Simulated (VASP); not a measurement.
Input of a VASP 6.6.1 run:

Contents of INCAR:

```
SYSTEM = C
PREC = Accurate
ENCUT = 520
EDIFF = 1E-6
ISMEAR = -4
SIGMA = 0.1
LREAL = .False.
LASPH = .True.
NELM = 60
ALGO = Normal
ISIF = 2
LWAVE = .False.
LCHARG = .False.
GGA = CA
NBANDS = 11
```

The input KPOINTS:

```
Automatic mesh
0
Gamma
  6 6 2
  0 0 0
```

Contents of POSCAR:

```
C
1.0
    2.4561701622      0.0000000000      0.0000000000
   -1.2280850811      2.1271057565      0.0000000000
    0.0000000000      0.0000000000      8.5238033600
C
2
Direct
    0.3333333333      0.6666666667      0.0000000000
    0.6666666667      0.3333333333      0.0000000000
```

Potentials or basis: VASP PAW LDA potentials, release 64 (C).

Run with:

```sh
$ cat potpaw_LDA.64/C/POTCAR > POTCAR
$ mpirun -np 1 vasp_std > vasp.out
```

Question: What does it give for the band gap on the k mesh?

Answer: Zero (filled and empty bands touch).

Caveat: the k points lie up to 0.49 Å⁻¹ apart.
